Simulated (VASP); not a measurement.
BAs (rocksalt type): single point with PBE

BAs (rocksalt type):

```
CELL_PARAMETERS angstrom
0.00000 2.33720 2.33720
2.33720 0.00000 2.33720
2.33720 2.33720 0.00000
ATOMIC_POSITIONS crystal
B 0.00000 0.00000 0.00000
As 0.50000 0.50000 0.50000
```

This cell differs from its parent crystal: volume scaled by 1.04.

```json
{
  "Program": "VASP 6.6.1",
  "Task": "single point",
  "Functional": "PBE",
  "Potentials or basis": "VASP PAW PBE potentials, release 64 (B, As)",
  "Cutoff": "520 eV",
  "k mesh": "14 × 14 × 14",
  "Occupations": "fermi-dirac, width 0.05 eV",
  "Spin": "no spin polarisation"
}
```

```json
{
 "Pressure": "-4.4 GPa",
 "Band gap on the k mesh": "zero (band 4 reaches 8.39 eV, above the bottom of band 5 at 3.34 eV)"
}
```

Levels at points of the mesh, in eV from the Fermi level:
| k point | band 1 | band 2 | band 3 | band 4 | band 5 | band 6 | band 7 | band 8 | band 9 |
| --- | --- | --- | --- | --- | --- | --- | --- | --- | --- |
| (0.00, 0.00, 0.00) | -15.51 | -0.01 | -0.01 | -0.01 | 2.92 | 7.40 | 7.40 | 7.40 | 8.84 |
| (0.50, 0.00, 0.00) | -11.93 | -9.40 | 1.11 | 1.11 | 1.28 | 1.28 | 3.90 | 5.22 | 13.45 |
| (0.50, 0.50, 0.00) | -10.60 | -7.55 | -3.56 | -3.56 | -3.48 | 3.83 | 10.16 | 10.16 | 12.14 |

Wall time 28 s on 1 thread of Intel(R) Xeon(R) Platinum 8259CL CPU @ 2.50GHz (Skylake/Cascade Lake), on a shared host, peak memory 0.17 GiB.
